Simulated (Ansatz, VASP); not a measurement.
**MgS in VASP and in Ansatz**

The input POSCAR:

```
MgS
1.0
    0.0000000000      2.6526756995      2.6526756995
    2.6526756995      0.0000000000      2.6526756995
    2.6526756995      2.6526756995      0.0000000000
S Mg
1 1
Direct
    0.5000000000      0.5000000000      0.5000000000
    0.0000000000      0.0000000000      0.0000000000
```

The input INCAR.step1:

```
ALGO     = Normal         # electronic algorithm
EDIFF    = 1E-5           # SCF threshold, eV
ENCUT    = 520            # plane-wave cutoff, eV
GGA      = PE             # functional
ISIF     = 2              # what is computed and relaxed
ISMEAR   = -1             # smearing method
LASPH    = T              # aspherical terms in the spheres
LCHARG   = F              # write CHGCAR
LREAL    = F              # projectors in reciprocal space
LWAVE    = T              # write WAVECAR
NBANDS   = 11             # bands
NELM     = 60             # most SCF steps
PREC     = Accurate       # precision mode
SIGMA    = 0.05           # smearing width, eV
```

File INCAR.step2:

```
ALGO     = Normal         # electronic algorithm
EDIFF    = 1E-6           # SCF threshold, eV
ENCUT    = 520            # plane-wave cutoff, eV
GGA      = PE             # functional
HFSCREEN = 0.2079         # screening, 1/A
ISIF     = 2              # what is computed and relaxed
ISMEAR   = -1             # smearing method
ISTART   = 1            
LASPH    = T              # aspherical terms in the spheres
LCHARG   = F              # write CHGCAR
LHFCALC  = T              # exact exchange
LREAL    = F              # projectors in reciprocal space
LWAVE    = F              # write WAVECAR
NBANDS   = 11             # bands
NELM     = 60             # most SCF steps
PREC     = Accurate       # precision mode
PRECFOCK = Normal       
SIGMA    = 0.05           # smearing width, eV
```

The input KPOINTS:

```
k-points
0
Gamma
  6 6 6
```

Contents of input:

```
crystal:
  lattice:
    - [0.0, 2.6526756995, 2.6526756995]
    - [2.6526756995, 0.0, 2.6526756995]
    - [2.6526756995, 2.6526756995, 0.0]
  atoms:
    - { symbol: S, position: [0.5, 0.5, 0.5] }
    - { symbol: Mg, position: [0.0, 0.0, 0.0] }
hamiltonian:
  xc: hse06
  pseudopotentials: { kind: paw }
kpoints:
  mp_grid: { grid: [6, 6, 6] }
scf:
  occupations: { method: fermi_dirac, width: 0.05 }
output:
  forces: true
  stress: true
  eigenvalues: true
```

Alike in both runs: task single point; functional HSE06; k mesh 6 × 6 × 6; occupations fermi-dirac, width 0.05 eV; no spin polarisation.

|  | VASP | Ansatz |
| --- | --- | --- |
| version | VASP 6.6.1 | Ansatz 0.2.0 |
| potentials or method | VASP PAW PBE potentials, release 64 (S, Mg) | Ansatz PAW |
| plane-wave cutoff (eV) | 520 | 420 |
| valence electrons in the cell | 8 | 16 |

```csv
,VASP,Ansatz,Ansatz less VASP
gap on the k mesh at the Fermi level (eV),3.61,3.66,+0.053
least direct gap on the mesh (eV),4.32,4.35,+0.032
pressure (GPa),-4.8,-4.5,+0.30
```

VASP's potentials hold 8 valence electrons a cell and Ansatz's 16, so a difference there can come from the potentials and not from the codes.
